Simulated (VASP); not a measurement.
# BN (P-1) in VASP: single point with PBEsol

Aim: the single point of BN with PBEsol.

All numbers are computed with VASP 6.6.1; they aren't measurements. Logs are shortened: lines on timing, memory, paths and dates and some standing lists are left out, and cuts for length are marked.

## Step 1: The cell of the first run

The typed cell holds 4 atoms: a = 2.505 Å, b = 2.472 Å, c = 6.663 Å, α = 89.36°, β = 88.27°, γ = 118.70°.

## Step 2: Single point, PBEsol (equal xy, yz and zx shear strains of +3 %)

Input file INCAR:

```
  ALGO = Normal
  EDIFF = 1E-6
  ENCUT = 520
  GGA = PS
  ISIF = 2
  ISMEAR = -1
  LASPH = True
  LCHARG = False
  LREAL = False
  LWAVE = False
  NBANDS = 16
  NELM = 80
  PREC = Accurate
  SIGMA = 0.02
```

Input file KPOINTS:

```
k-points
0
Gamma
  11 11 4
```

Input file POSCAR:

```
BN
1.0
    2.5039917043      0.0375598756      0.0375598756
   -1.2194680458      2.1497404890      0.0137478686
    0.0999180000      0.0999180000      6.6612000000
B N
2 2
Direct
    0.3333333333      0.6666666667      0.2500000000
    0.6666666667      0.3333333333      0.7500000000
    0.3333333333      0.6666666667      0.7500000000
    0.6666666667      0.3333333333      0.2500000000
```

Potentials or basis: VASP PAW PBE potentials, release 64 (B, N).

Launch:

```bash
> cat potpaw_PBE.64/B/POTCAR potpaw_PBE.64/N/POTCAR > POTCAR
> mpirun -np 1 vasp_std > vasp.out
```

OUTCAR:

```text
EDIFF = 1E-6
   ENCUT = 520
   GGA = PS
   ISIF = 2
   ISMEAR = -1
   LASPH = True
   LREAL = False
   NELM = 80
   PREC = Accurate

 ion  position               nearest neighbor table
   1  0.333  0.667  0.250-   4 1.43   4 1.45   4 1.46
   2  0.667  0.333  0.750-   3 1.43   3 1.45   3 1.46
   3  0.333  0.667  0.750-   2 1.43   2 1.45   2 1.46
   4  0.667  0.333  0.250-   1 1.43   1 1.45   1 1.46

  LATTYP: Found a triclinic cell.
 ALAT       =     2.5045550391
 B/A-ratio  =     0.9868313716
 C/A-ratio  =     3.1265022558
 COS(alpha) =     0.0010544683
 COS(beta)  =     0.4624319338
 COS(gamma) =     0.4801591939

  Lattice vectors:

 A1 = (   2.5039917043,   0.0375598756,   0.0375598756)
 A2 = (   1.2194680458,  -2.1497404890,  -0.0137478686)
 A3 = (   3.6885973628,   2.1249422402,  -6.5723323802)

Analysis of symmetry for initial positions (statically):
=====================================================================
 Subroutine PRICEL returns:
 Original cell was already a primitive cell.

 Routine SETGRP: Setting up the symmetry group for a
 triclinic supercell.

 Subroutine GETGRP returns: Found  2 space group operations
 (whereof  2 operations were pure point group operations)
 out of a pool of  2 trial point group operations.

The static configuration has the point symmetry S_2 .

Analysis of symmetry for dynamics (positions and initial velocities):
=====================================================================
 Subroutine PRICEL returns:
 Original cell was already a primitive cell.

 Routine SETGRP: Setting up the symmetry group for a
 triclinic supercell.

 Subroutine GETGRP returns: Found  2 space group operations
 (whereof  2 operations were pure point group operations)
 out of a pool of  2 trial point group operations.

The dynamic configuration has the point symmetry S_2 .

 Subroutine INISYM returns: Found  2 space group operations
 (whereof  2 operations are pure point group operations),
 and found     1 'primitive' translations

----------------------------------------------------------------------------------------

                                     Primitive cell

  volume of cell :      36.1459

  direct lattice vectors                    reciprocal lattice vectors
     2.503991704  0.037559876  0.037559876     0.396130502  0.224769703 -0.009313503
    -1.219468046  2.149740489  0.013747869    -0.006817957  0.461348454 -0.006817957
     0.099918000  0.099918000  6.661200000    -0.002219552 -0.002219552  0.150189688

  length of vectors
     2.504555039  2.471573484  6.662698601     0.455551902  0.461449201  0.150222485

  position of ions in fractional coordinates (direct lattice)
     0.333333333  0.666666667  0.250000000
     0.666666667  0.333333333  0.750000000
     0.333333333  0.666666667  0.750000000
     0.666666667  0.333333333  0.250000000

  ion indices of the primitive-cell ions
   primitive index   ion index
                 1           1
                 2           2
                 3           3
                 4           4

----------------------------------------------------------------------------------------

 KPOINTS: k-points

Automatic generation of k-mesh.
 Grid dimensions read from file:
 generate k-points for:   11   11    4

 Generating k-lattice:

  Cartesian coordinates                     Fractional coordinates (reciprocal lattice)
     0.036011864  0.020433609 -0.000846682     0.090909091 -0.000000000  0.000000000
    -0.000619814  0.041940769 -0.000619814    -0.000000000  0.090909091 -0.000000000
    -0.000554888 -0.000554888  0.037547422     0.000000000 -0.000000000  0.250000000

  Length of vectors
     0.041413809  0.041949927  0.037555621

  Shift w.r.t. Gamma in fractional coordinates (k-lattice)
     0.000000000  0.000000000  0.000000000

 Subroutine IBZKPT returns following result:
 ===========================================

 Found    243 irreducible k-points:

 Following reciprocal coordinates:
            Coordinates               Weight
  0.000000  0.000000  0.000000      1.000000
  0.090909  0.000000  0.000000      2.000000
  0.181818  0.000000  0.000000      2.000000
  0.272727  0.000000 -0.000000      2.000000
  0.363636  0.000000 -0.000000      2.000000
  0.454545  0.000000  0.000000      2.000000
[... 16 lines left out ...]
  0.454545  0.181818  0.000000      2.000000
 -0.454545  0.181818  0.000000      2.000000
 [... further k-points ...]
   k-points           NKPTS =    243   k-points in BZ     NKDIM =    243   number of bands    NBANDS=     16
   number of dos      NEDOS =    301   number of ions     NIONS =      4
   total plane-waves  NPLWV =  18000
   dimension x,y,z NGX =    20 NGY =   18 NGZ =   50
   dimension x,y,z NGXF=    40 NGYF=   36 NGZF=  100
   ions per type =               2   2
   NGX,Y,Z   is equivalent  to a cutoff of  13.28, 12.11, 12.48 a.u.
   NGXF,Y,Z  is equivalent  to a cutoff of  26.55, 24.21, 24.95 a.u.
 SYSTEM =  unknown system
   PREC   = accura    normal or accurate (medium, high low for compatibility)
   ISTART =      0    job   : 0-new  1-cont  2-samecut
   ICHARG =      2    charge: 1-file 2-atom 10-const
   ISPIN  =      1    spin polarized calculation?
   LNONCOLLINEAR =      F non collinear calculations
   LSORBIT =      F    spin-orbit coupling
   LASPH  =      T    aspherical Exc in radial PAW
   ENCUT  =  520.0 eV  38.22 Ry    6.18 a.u.   4.66  4.60 12.39*2*pi/ulx,y,z
   NELM   =     80;   NELMIN=  2; NELMDL= -5     # of ELM steps
   EDIFF  = 0.1E-05   stopping-criterion for ELM
   LREAL  =      F    real-space projection
   EDIFFG = 0.1E-04   stopping-criterion for IOM
   NSW    =      0    number of steps for IOM
   IBRION =     -1    ionic relax: 0-MD 1-quasi-New 2-CG
   NFREE  =      0    steps in history (QN), initial steepest desc. (CG)
   ISIF   =      2    stress and relaxation
   ISYM   =      2    0-nonsym 1-usesym 2-fastsym
   POTIM  = 0.5000    time-step for ionic-motion
   TEBEG  =    0.0;   TEEND  =   0.0 temperature during run
   PSTRESS=    0.0 pullay stress
   NELECT =      16.0000    total number of electrons
   NUPDOWN=      -1.0000    fix difference up-down
   EMIN   =  10.00;   EMAX   =-10.00  energy-range for DOS
   EFERMI =   0.00;   METHOD = LEGACY
   ISMEAR =    -1;   SIGMA  =   0.02  broadening in eV -4-tet -1-fermi 0-gaus
   EFERMI_NEDOS =   21; number of points for ismear=-14 and -15
   IALGO  =     38    algorithm
   IMIX   =      4    mixing-type and parameters
     AMIX     =   0.40;   BMIX     =  1.00
     AMIX_MAG =   1.60;   BMIX_MAG =  1.00
  volume/ion in A,a.u.               =       9.04        60.98
  Fermi-wavevector in a.u.,A,eV,Ry     =   1.247657  2.357730 21.179491  1.556649
  Thomas-Fermi vector in A             =   2.381779
   LORBIT       =      0    0 simple, 1 ext, 2 COOP (PROOUT), +10 PAW based schemes
   GGA     = PS    functional components
   LHFCALC =     F    Hartree Fock is set to
   AEXX    =    0.0000 exact exchange contribution
   IVDW    =     0    specifies the selected vdW correction
   LEPSILON=     F    determine dielectric tensor
   LRPA    =     F    only Hartree local field effects (RPA)
 non-spin polarized calculation
  energy-cutoff  :      520.00
  volume of cell :       36.15
 maximum number of plane-waves:       993
   NGX =  9   NGY =  9   NGZ = 25

 number of electron      15.9999997 magnetization

 Free energy of the ion-electron system (eV)
  ---------------------------------------------------
  ext. energy  EPLUGINS =         0.00000000
  ---------------------------------------------------
  free energy    TOTEN  =       -36.52652854 eV

  energy without entropy =      -36.52652854  energy(sigma->0) =      -36.52652854

 E-fermi :   2.6363     XC(G=0): -10.2868

 val. band max:        2.2329247784   @ k =  -0.3636  -0.3636   0.2500
 cond. band min:       6.3280246760   @ k =   0.4545   0.0909   0.0000
 fundamental gap:      4.0950998975
 Fermi energy:         2.6362958532

 k-point     1 :       0.0000    0.0000    0.0000
  band No.  band energies     occupation
      1     -15.5898      2.00000
      2     -15.2917      2.00000
      3      -4.1130      2.00000
      4      -1.9591      2.00000
      5       0.7940      2.00000
      6       0.8303      2.00000
[... 8 lines left out ...]
     15      14.7739      0.00000
     16      15.1655      0.00000

 k-point     2 :       0.0909    0.0000    0.0000
  band No.  band energies     occupation
      1     -15.4321      2.00000
      2     -15.1397      2.00000
      3      -3.8956      2.00000
      4      -1.7657      2.00000
      5       0.1112      2.00000
      6       0.1456      2.00000
[... 8 lines left out ...]
     15      14.7356      0.00000
     16      15.0798      0.00000

 k-point     3 :       0.1818    0.0000    0.0000
  band No.  band energies     occupation
      1     -14.9694      2.00000
      2     -14.6943      2.00000
      3      -3.2532      2.00000
      4      -1.5537      2.00000
      5      -1.5058      2.00000
      6      -1.1999      2.00000
[... 8 lines left out ...]
     15      16.5073      0.00000
     16      16.5520      0.00000

 k-point     4 :       0.2727    0.0000   -0.0000
  band No.  band energies     occupation
      1     -14.2411      2.00000
      2     -13.9968      2.00000
      3      -3.5540      2.00000
      4      -3.4818      2.00000
      5      -2.2225      2.00000
      6      -0.7562      2.00000
[... 8 lines left out ...]
     15      17.2579      0.00000
     16      18.9158      0.00000
[... 324 lines left out ...]
 k-point    22 :       0.3636    0.1818   -0.0000
  band No.  band energies     occupation
      1     -12.2852      2.00000
      2     -12.1901      2.00000
      3      -6.2598      2.00000
      4      -6.1669      2.00000
      5      -3.3067      2.00000
      6      -3.2326      2.00000
[... 8 lines left out ...]
     15      17.1626      0.00000
     16      19.8736      0.00000

 k-point    23 :       0.4545    0.1818    0.0000
  band No.  band energies     occupation
      1     -12.2572      2.00000
      2     -12.1664      2.00000
      3      -6.3035      2.00000
      4      -6.2121      2.00000
      5      -3.2859      2.00000
      6      -3.2100      2.00000
[... 8 lines left out ...]
     15      17.0383      0.00000
     16      19.8229      0.00000

 k-point    24 :      -0.4545    0.1818    0.0000
  band No.  band energies     occupation
      1     -12.9319      2.00000
      2     -12.7594      2.00000
      3      -5.2852      2.00000
      4      -5.2149      2.00000
      5      -2.8768      2.00000
      6      -2.8079      2.00000
[... 8 lines left out ...]
     15      16.3828      0.00000
     16      18.4592      0.00000

 [... further k-points ...]

------------------------ aborting loop because EDIFF is reached ----------------------------------------

  FORCE on cell =-STRESS in cart. coord.  units (eV):
  Direction    XX          YY          ZZ          XY          YZ          ZX
  --------------------------------------------------------------------------------------
  -------------------------------------------------------------------------------------
  Total        0.2389538      0.2305745      0.1672223     -2.5439928     -0.0649850     -0.0649598
  in kB       10.5917081     10.2202921      7.4121831   -112.7633329     -2.8804840     -2.8793665
  external PRESSURE =       9.4080611 kB  Pullay stress =       0.0000000 kB

 VOLUME and BASIS-vectors are now :
 -----------------------------------------------------------------------------
  energy-cutoff  :      520.00
  volume of cell :       36.15
      direct lattice vectors                 reciprocal lattice vectors
     2.503991704  0.037559876  0.037559876     0.396130502  0.224769703 -0.009313503
    -1.219468046  2.149740489  0.013747869    -0.006817957  0.461348454 -0.006817957
     0.099918000  0.099918000  6.661200000    -0.002219552 -0.002219552  0.150189688

 POSITION                                       TOTAL-FORCE (eV/Angst)
 -----------------------------------------------------------------------------------
      0.04666      1.47066      1.68699        -0.394373      0.028350     -0.006227
      1.33778      0.81656      5.02552         0.394373     -0.028350      0.006227
      0.09662      1.52062      5.01759        -0.397870      0.028508     -0.005043
      1.28782      0.76660      1.69492         0.397870     -0.028508      0.005043
 -----------------------------------------------------------------------------------
    total drift:                                0.000000     -0.000000     -0.000000

  FREE ENERGIE OF THE ION-ELECTRON SYSTEM (eV)
  ---------------------------------------------------
  free  energy   TOTEN  =       -36.5265285357 eV

  energy  without entropy=      -36.5265285357  energy(sigma->0) =      -36.52652854
```

Run time: 1.9 min. Hardware: 1 thread of Intel Xeon Platinum 8259CL at 2.50GHz (Skylake/Cascade Lake), shared host; peak memory 0.23 GiB.

What came out:

```yaml
Free_energy: -36.5265 eV
Pressure: 0.9 GPa
Largest_force: 0.399 eV/Å
Band_gap_on_the_k_mesh: 4.10 eV (least direct gap 4.54 eV)
```

Forces in eV/Å, atoms in the order of the input:
```
B   -0.394  0.028 -0.006
B    0.394 -0.028  0.006
N   -0.398  0.029 -0.005
N    0.398 -0.029  0.005
```

Stress tensor (GPa, compression positive):
```
  1.06 -11.28  -0.29
-11.28   1.02  -0.29
 -0.29  -0.29   0.74
```

Caveat: the cell differs from its parent crystal (equal xy, yz and zx shear strains of +3 %); the PAW data sets were made with another functional, which shifts forces and pressure a little; an odd mesh through Γ misses points on the zone boundary, where band edges can lie.
